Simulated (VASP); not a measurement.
Input of a VASP 6.6.1 run:

File INCAR:

```
SYSTEM = SnGe2
ALGO     = Normal         ! electronic algorithm
EDIFF    = 1E-6           ! SCF threshold, eV
ENCUT    = 500            ! plane-wave cutoff, eV
GGA      = PE             ! functional
GGA_COMPAT= .False.      
ISIF     = 2              ! what is computed and relaxed
ISMEAR   = 0              ! smearing method
LASPH    = .True.         ! aspherical terms in the spheres
LCHARG   = .True.         ! write CHGCAR
LELF     = .True.         ! ELF
LREAL    = .False.        ! projectors in reciprocal space
LVHAR    = .True.       
LWAVE    = .False.        ! write WAVECAR
NBANDS   = 28             ! bands
NELM     = 120            ! most SCF steps
PREC     = Accurate       ! precision mode
SIGMA    = 0.2            ! smearing width, eV
```

Contents of KPOINTS:

```
k-points
0
Gamma
  4 4 6
  0 0 0
```

The input POSCAR:

```
SnGe2
1.0
    5.0719949241      0.0000000000      0.0000000000
   -2.5359974621      4.3924764521      0.0000000000
    0.0000000000      0.0000000000      2.9453700151
Sn Ge
1 2
Direct
    0.0000000000      0.0000000000      0.0000000000
    0.6666666667      0.3333333333      0.5000000000
    0.3333333333      0.6666666667      0.5000000000
```

Potentials or basis: VASP PAW PBE potentials, release 64 (Sn_d, Ge_d).

Command:

```sh
$ cat potpaw_PBE.64/Sn_d/POTCAR potpaw_PBE.64/Ge_d/POTCAR > POTCAR
$ mpirun -np 1 vasp_std > vasp.out
```

**Question.** What does it give for the band gap on the k mesh?

**Answer.** Zero (bands 21 and 22 overlap by 4.45 eV).

**Question.** What does it give for the pressure?

**Answer.** -0.2 GPa.

Stress tensor (GPa, compression positive):
```
-0.28  0.00  0.00
 0.00 -0.28  0.00
 0.00  0.00 -0.01
```

Caveat: spin-orbit coupling is left out, which moves the levels of the heavy elements.
